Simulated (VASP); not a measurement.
Ti2Co: single point with PBEsol

The system is Ti2Co.

```
CELL_PARAMETERS angstrom
0.00000 3.36500 3.36500
3.36500 0.00000 3.36500
3.36500 3.36500 0.00000
ATOMIC_POSITIONS crystal
Ti 0.12500 0.12500 0.12500
Ti 0.62500 0.12500 0.12500
Ti 0.12500 0.12500 0.62500
Ti 0.12500 0.62500 0.12500
Co 0.50000 0.50000 0.50000
Co 0.75000 0.75000 0.75000
```

* Program: VASP 6.6.1
* Task: single point
* Functional: PBEsol
* Potentials or basis: VASP PAW PBE potentials, release 64 (Ti_sv, Co)
* Cutoff: 520 eV
* k mesh: 10 × 10 × 10
* Occupations: gaussian, width 0.1 eV
* Spin: collinear spin, ferromagnetic start
* Starting moments: [0.91, 0.91, 0.91, 0.91, 1.92, 1.92] μB
* Fixed moment: 8 μB
* Dipole correction: no
* Further INCAR settings: ALGO = Normal; EDIFF = 1e-06; NBANDS = 46

- Pressure: 27.0 GPa
- Net moment: 8.00 μB per cell
- Site moments: Ti +1.01; Co +1.70 μB
- Valence electrons inside the program's atomic spheres: Ti 10.83; Co 8.09

It took 14 min on 1 thread of Intel Xeon 8259CL (shared host), peak memory 0.4 GiB.

Caveat: the cell stands under pressure; the PAW data sets were made with another functional, which shifts forces and pressure a little; the total moment is fixed, so each spin has its own Fermi level and the state may be an excited one.
